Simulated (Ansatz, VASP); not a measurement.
# Be in VASP and in Ansatz

The input INCAR:

```
SYSTEM = Be
ALGO = Normal
EDIFF = 1E-6
ENCUT = 520
GGA = PE
ISIF = 2
ISMEAR = -1
LASPH = .True.
LCHARG = .False.
LREAL = .False.
LWAVE = .False.
NBANDS = 7
NELM = 100
PREC = Accurate
SIGMA = 0.05
```

File KPOINTS:

```
k-points
0
Gamma
  20 20 18
  0 0 0
```

Contents of POSCAR:

```
Be
1.0
    2.0002119996      0.0000000000      0.0000000000
   -1.0001059998      1.7322344046      0.0000000000
    0.0000000000      0.0000000000      2.1210205954
Be
1
Direct
    0.0000000000      0.0000000000      0.0000000000
```

Input for Ansatz:

```yaml
crystal:
  lattice:
    - [2.0002119996, 0.0, 0.0]
    - [-1.0001059998, 1.7322344046, 0.0]
    - [0.0, 0.0, 2.1210205954]
  atoms:
    - { symbol: Be, position: [0.0, 0.0, 0.0] }
kpoints:
  mp_grid: { grid: [20, 20, 18] }
scf:
  occupations: { method: fermi_dirac, width: 0.05 }
hamiltonian:
  xc: pbe
  pseudopotentials: { kind: all_electron, lapw: { basis_error: 0.001 } }
output:
  forces: true
  stress: true
  eigenvalues: true
  populations: true
```

Change from the starting cell: volume scaled by 0.75, LAPW.

Alike in both runs: task single point; functional PBE; k mesh 20 × 20 × 18; occupations fermi-dirac, width 0.05 eV; no spin polarisation.

|  | VASP | Ansatz |
| --- | --- | --- |
| version | VASP 6.6.1 | Ansatz 0.2.0 |
| potentials or method | VASP PAW PBE potentials, release 64 (Be), cutoff 520 eV | all-electron LAPW, scalar-relativistic |

Ansatz gave:

| Quantity | Value |
| --- | --- |
| pressure (GPa) | 33.9 |
| traceless stress, the component that is largest in VASP (GPa) | 0.06 |

Problem. Which values does VASP return?

Solution. Pressure (GPa): 34.2; traceless stress, the component that is largest in VASP (GPa): -0.10.

Both programs put the cell under a high pressure, so it lies far from rest at this level. Ansatz ran all-electron here, and VASP with PAW potentials.
